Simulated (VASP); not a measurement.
# Bi3H (P6_3/mmc) in VASP: single point with PBE

Aim: the single point of Bi3H with PBE.

Program: VASP 6.6.1. These are calculated values, not measurements. Logs are shortened: lines on timing, memory, paths and dates and some standing lists are left out, and cuts for length are marked.

## 1. The cell of the first run

It takes space group P6_3/mmc (No. 194, hexagonal). The conventional cell has a = 7.604 Å, b = 7.604 Å, c = 4.263 Å, α = 90.00°, β = 90.00°, γ = 120.00°. Within 3.9 Å of Bi (site symmetry mm2) lie 4 H at 2.85 to 3.81 Å and 6 Bi at 3.28 Å. Within 3.9 Å of H (site symmetry -6m2) lie 12 Bi at 2.85 to 3.81 Å.

## 2. Single point, PBE

INCAR reads:

```
SYSTEM = Bi3H
PREC = Accurate
ENCUT = 520
EDIFF = 1E-7
ISMEAR = 0
SIGMA = 0.1
LREAL = .False.
LASPH = .True.
NELM = 60
ALGO = Normal
ISIF = 2
LWAVE = .False.
LCHARG = .False.
GGA = PE
NBANDS = 56
```

KPOINTS reads:

```
Automatic mesh
0
Gamma
  6 6 10
  0 0 0
```

POSCAR reads:

```
Bi3H
1.0
    7.6037174857      0.0000000000      0.0000000000
   -3.8018587429      6.5850125058      0.0000000000
    0.0000000000      0.0000000000      4.2633928664
Bi H
6 2
Direct
    0.8103704869      0.6207409737      0.2500000000
    0.1896295131      0.8103704869      0.7500000000
    0.3792590263      0.1896295131      0.2500000000
    0.1896295131      0.3792590263      0.7500000000
    0.8103704869      0.1896295131      0.2500000000
    0.6207409737      0.8103704869      0.7500000000
    0.3333333333      0.6666666667      0.2500000000
    0.6666666667      0.3333333333      0.7500000000
```

Potentials or basis: VASP PAW PBE potentials, release 64 (Bi_d, H).

On the command line:

```console
cat potpaw_PBE.64/Bi_d/POTCAR potpaw_PBE.64/H/POTCAR > POTCAR
mpirun -np 1 vasp_std > vasp.out
```

OUTCAR:

```text
SYSTEM = Bi3H
   PREC = Accurate
   ENCUT = 520
   EDIFF = 1E-7
   ISMEAR = 0
   LREAL = .False.
   LASPH = .True.
   NELM = 60
   ISIF = 2
   GGA = PE

 ion  position               nearest neighbor table
   1  0.810  0.621  0.250-   3 3.28   5 3.28   2 3.28   2 3.28   6 3.28   6 3.28
   2  0.190  0.810  0.750-   6 3.28   4 3.28   1 3.28   1 3.28   3 3.28   3 3.28
   3  0.379  0.190  0.250-   1 3.28   5 3.28   2 3.28   2 3.28   4 3.28   4 3.28
   4  0.190  0.379  0.750-   6 3.28   2 3.28   5 3.28   5 3.28   3 3.28   3 3.28
   5  0.810  0.190  0.250-   3 3.28   1 3.28   4 3.28   4 3.28   6 3.28   6 3.28
   6  0.621  0.810  0.750-   4 3.28   2 3.28   5 3.28   5 3.28   1 3.28   1 3.28
   7  0.333  0.667  0.250-
   8  0.667  0.333  0.750-

  LATTYP: Found a hexagonal cell.
 ALAT       =     7.6037174857
 C/A-ratio  =     0.5606984839

  Lattice vectors:

 A1 = (   7.6037174857,   0.0000000000,   0.0000000000)
 A2 = (  -3.8018587429,   6.5850125058,   0.0000000000)
 A3 = (   0.0000000000,   0.0000000000,   4.2633928664)

Analysis of symmetry for initial positions (statically):
=====================================================================
 Subroutine PRICEL returns:
 Original cell was already a primitive cell.

 Routine SETGRP: Setting up the symmetry group for a
 hexagonal supercell.

 Subroutine GETGRP returns: Found 24 space group operations
 (whereof 12 operations were pure point group operations)
 out of a pool of 24 trial point group operations.

The static configuration has the point symmetry D_3d.
 The point group associated with its full space group is D_6h.

Analysis of symmetry for dynamics (positions and initial velocities):
=====================================================================
 Subroutine PRICEL returns:
 Original cell was already a primitive cell.

 Routine SETGRP: Setting up the symmetry group for a
 hexagonal supercell.

 Subroutine GETGRP returns: Found 24 space group operations
 (whereof 12 operations were pure point group operations)
 out of a pool of 24 trial point group operations.

The dynamic configuration has the point symmetry D_3d.
 The point group associated with its full space group is D_6h.

 Subroutine INISYM returns: Found 24 space group operations
 (whereof 12 operations are pure point group operations),
 and found     1 'primitive' translations

----------------------------------------------------------------------------------------

                                     Primitive cell

  volume of cell :     213.4705

  direct lattice vectors                    reciprocal lattice vectors
     7.603717486  0.000000000  0.000000000     0.131514618  0.075930000  0.000000000
    -3.801858743  6.585012506  0.000000000     0.000000000  0.151860000  0.000000000
     0.000000000  0.000000000  4.263392866     0.000000000  0.000000000  0.234554973

  length of vectors
     7.603717486  7.603717486  4.263392866     0.151860000  0.151860000  0.234554973

  position of ions in fractional coordinates (direct lattice)
     0.810370487  0.620740974  0.250000000
     0.189629513  0.810370487  0.750000000
     0.379259026  0.189629513  0.250000000
     0.189629513  0.379259026  0.750000000
     0.810370487  0.189629513  0.250000000
     0.620740974  0.810370487  0.750000000
     0.333333333  0.666666667  0.250000000
     0.666666667  0.333333333  0.750000000

  ion indices of the primitive-cell ions
   primitive index   ion index
                 1           1
                 2           2
                 3           3
                 4           4
                 5           5
                 6           6
                 7           7
                 8           8

----------------------------------------------------------------------------------------

 KPOINTS: Automatic mesh

Automatic generation of k-mesh.
 Grid dimensions read from file:
 generate k-points for:    6    6   10

 Generating k-lattice:

  Cartesian coordinates                     Fractional coordinates (reciprocal lattice)
     0.021919103  0.012655000  0.000000000     0.166666667  0.000000000  0.000000000
     0.000000000  0.025310000  0.000000000     0.000000000  0.166666667  0.000000000
     0.000000000  0.000000000  0.023455497     0.000000000  0.000000000  0.100000000

  Length of vectors
     0.025310000  0.025310000  0.023455497

  Shift w.r.t. Gamma in fractional coordinates (k-lattice)
     0.000000000  0.000000000  0.000000000

 Subroutine IBZKPT returns following result:
 ===========================================

 Found     42 irreducible k-points:

 Following reciprocal coordinates:
            Coordinates               Weight
  0.000000  0.000000  0.000000      1.000000
  0.166667  0.000000  0.000000      6.000000
  0.333333 -0.000000  0.000000      6.000000
  0.500000  0.000000  0.000000      3.000000
  0.166667  0.166667  0.000000      6.000000
  0.333333  0.166667  0.000000     12.000000
[... 16 lines left out ...]
  0.166667  0.000000  0.300000     12.000000
  0.333333 -0.000000  0.300000     12.000000
 [... further k-points ...]
   k-points           NKPTS =     42   k-points in BZ     NKDIM =     42   number of bands    NBANDS=     56
   number of dos      NEDOS =    301   number of ions     NIONS =      8
   total plane-waves  NPLWV = 115200
   dimension x,y,z NGX =    60 NGY =   60 NGZ =   32
   dimension x,y,z NGXF=   120 NGYF=  120 NGZF=   64
   ions per type =               6   2
   NGX,Y,Z   is equivalent  to a cutoff of  13.12, 13.12, 12.48 a.u.
   NGXF,Y,Z  is equivalent  to a cutoff of  26.24, 26.24, 24.96 a.u.
 SYSTEM =  Bi3H
   PREC   = accura    normal or accurate (medium, high low for compatibility)
   ISTART =      0    job   : 0-new  1-cont  2-samecut
   ICHARG =      2    charge: 1-file 2-atom 10-const
   ISPIN  =      1    spin polarized calculation?
   LNONCOLLINEAR =      F non collinear calculations
   LSORBIT =      F    spin-orbit coupling
   LASPH  =      T    aspherical Exc in radial PAW
   ENCUT  =  520.0 eV  38.22 Ry    6.18 a.u.  14.14 14.14  7.93*2*pi/ulx,y,z
   NELM   =     60;   NELMIN=  2; NELMDL= -5     # of ELM steps
   EDIFF  = 0.1E-06   stopping-criterion for ELM
   LREAL  =      F    real-space projection
   EDIFFG = 0.1E-05   stopping-criterion for IOM
   NSW    =      0    number of steps for IOM
   IBRION =     -1    ionic relax: 0-MD 1-quasi-New 2-CG
   NFREE  =      0    steps in history (QN), initial steepest desc. (CG)
   ISIF   =      2    stress and relaxation
   ISYM   =      2    0-nonsym 1-usesym 2-fastsym
   POTIM  = 0.5000    time-step for ionic-motion
   TEBEG  =    0.0;   TEEND  =   0.0 temperature during run
   PSTRESS=    0.0 pullay stress
   NELECT =      92.0000    total number of electrons
   NUPDOWN=      -1.0000    fix difference up-down
   EMIN   =  10.00;   EMAX   =-10.00  energy-range for DOS
   EFERMI =   0.00;   METHOD = LEGACY
   ISMEAR =     0;   SIGMA  =   0.10  broadening in eV -4-tet -1-fermi 0-gaus
   EFERMI_NEDOS =   21; number of points for ismear=-14 and -15
   IALGO  =     38    algorithm
   IMIX   =      4    mixing-type and parameters
     AMIX     =   0.40;   BMIX     =  1.00
     AMIX_MAG =   1.60;   BMIX_MAG =  1.00
  volume/ion in A,a.u.               =      26.68       180.07
  Fermi-wavevector in a.u.,A,eV,Ry     =   1.236587  2.336811 20.805325  1.529148
  Thomas-Fermi vector in A             =   2.371190
   LORBIT       =      0    0 simple, 1 ext, 2 COOP (PROOUT), +10 PAW based schemes
   GGA     = PE    functional components
   LHFCALC =     F    Hartree Fock is set to
   AEXX    =    0.0000 exact exchange contribution
   IVDW    =     0    specifies the selected vdW correction
   LEPSILON=     F    determine dielectric tensor
   LRPA    =     F    only Hartree local field effects (RPA)
 non-spin polarized calculation
 Gauss-broadening in eV      SIGMA  =   0.10
  energy-cutoff  :      520.00
  volume of cell :      213.47
 maximum number of plane-waves:      5778
 NGX is ok and might be reduce to    60
   NGX = 29   NGY = 29   NGZ = 15

 number of electron      92.0000037 magnetization

 Free energy of the ion-electron system (eV)
  ---------------------------------------------------
  ext. energy  EPLUGINS =         0.00000000
  ---------------------------------------------------
  free energy    TOTEN  =       -26.62843328 eV

  energy without entropy =      -26.60784952  energy(sigma->0) =      -26.61814140

 E-fermi :   6.4412     XC(G=0):  -9.7559

 val. band max:        6.4376849906   @ k =   0.3333  -0.0000   0.4000
 cond. band min:       6.4422052343   @ k =   0.1667   0.1667   0.1000
 fundamental gap:      0.0045202437
 Fermi energy:         6.4412145431

 k-point     1 :       0.0000    0.0000    0.0000
  band No.  band energies     occupation
      1     -16.6038      2.00000
      2     -16.5894      2.00000
      3     -16.5894      2.00000
      4     -16.5661      2.00000
      5     -16.5627      2.00000
      6     -16.5599      2.00000
[... 48 lines left out ...]
     55       9.2202      0.00000
     56      10.6183      0.00000

 k-point     2 :       0.1667    0.0000    0.0000
  band No.  band energies     occupation
      1     -16.5995      2.00000
      2     -16.5874      2.00000
      3     -16.5844      2.00000
      4     -16.5733      2.00000
      5     -16.5590      2.00000
      6     -16.5552      2.00000
[... 48 lines left out ...]
     55       9.5803      0.00000
     56      11.0471      0.00000

 k-point     3 :       0.3333   -0.0000    0.0000
  band No.  band energies     occupation
      1     -16.5898      2.00000
      2     -16.5843      2.00000
      3     -16.5823      2.00000
      4     -16.5726      2.00000
      5     -16.5516      2.00000
      6     -16.5475      2.00000
[... 1172 lines left out ...]
 k-point    23 :       0.1667    0.0000    0.3000
  band No.  band energies     occupation
      1     -16.5850      2.00000
      2     -16.5800      2.00000
      3     -16.5755      2.00000
      4     -16.5625      2.00000
      5     -16.5614      2.00000
      6     -16.5479      2.00000
[... 48 lines left out ...]
     55      10.3876      0.00000
     56      11.0350      0.00000

 k-point    24 :       0.3333   -0.0000    0.3000
  band No.  band energies     occupation
      1     -16.5886      2.00000
      2     -16.5806      2.00000
      3     -16.5686      2.00000
      4     -16.5643      2.00000
      5     -16.5643      2.00000
      6     -16.5509      2.00000
[... 48 lines left out ...]
     55      10.6380      0.00000
     56      11.4985      0.00000

 [... further k-points ...]

------------------------ aborting loop because EDIFF is reached ----------------------------------------

  FORCE on cell =-STRESS in cart. coord.  units (eV):
  Direction    XX          YY          ZZ          XY          YZ          ZX
  --------------------------------------------------------------------------------------
  -------------------------------------------------------------------------------------
  Total       -0.1326679     -0.1326679     -0.0694277      0.0000000      0.0000000      0.0000000
  in kB       -0.9957232     -0.9957232     -0.5210814      0.0000000      0.0000000      0.0000000
  external PRESSURE =      -0.8375093 kB  Pullay stress =       0.0000000 kB

 VOLUME and BASIS-vectors are now :
 -----------------------------------------------------------------------------
  energy-cutoff  :      520.00
  volume of cell :      213.47
      direct lattice vectors                 reciprocal lattice vectors
     7.603717486  0.000000000  0.000000000     0.131514618  0.075930000  0.000000000
    -3.801858743  6.585012506  0.000000000     0.000000000  0.151860000  0.000000000
     0.000000000  0.000000000  4.263392866     0.000000000  0.000000000  0.234554973

 POSITION                                       TOTAL-FORCE (eV/Angst)
 -----------------------------------------------------------------------------------
      3.80186      4.08759      1.06585         0.000000     -0.001324     -0.000000
     -1.63902      5.33630      3.19754         0.001146     -0.000662     -0.000000
      2.16283      1.24871      1.06585         0.001146      0.000662      0.000000
     -0.00000      2.49743      3.19754        -0.000000      0.001324      0.000000
      5.44088      1.24871      1.06585        -0.001146      0.000662      0.000000
      1.63902      5.33630      3.19754        -0.001146     -0.000662     -0.000000
     -0.00000      4.39001      1.06585         0.000000      0.000000      0.000000
      3.80186      2.19500      3.19754         0.000000      0.000000      0.000000
 -----------------------------------------------------------------------------------
    total drift:                               -0.000000      0.000000      0.000000

  FREE ENERGIE OF THE ION-ELECTRON SYSTEM (eV)
  ---------------------------------------------------
  free  energy   TOTEN  =       -26.6284332793 eV

  energy  without entropy=      -26.6078495242  energy(sigma->0) =      -26.61814140
```

Wall time 6.7 min (1 thread of AMD EPYC 7R13 (Zen 3), shared host); peak memory 0.52 GiB.

What came out:

| Quantity | Value |
| --- | --- |
| Free energy | -26.6284 eV |
| Pressure | -0.1 GPa |
| Band gap on the k mesh | zero (bands 46 and 47 overlap by 2.70 eV) |

Caveat: spin-orbit coupling is left out, which moves the levels of the heavy elements.
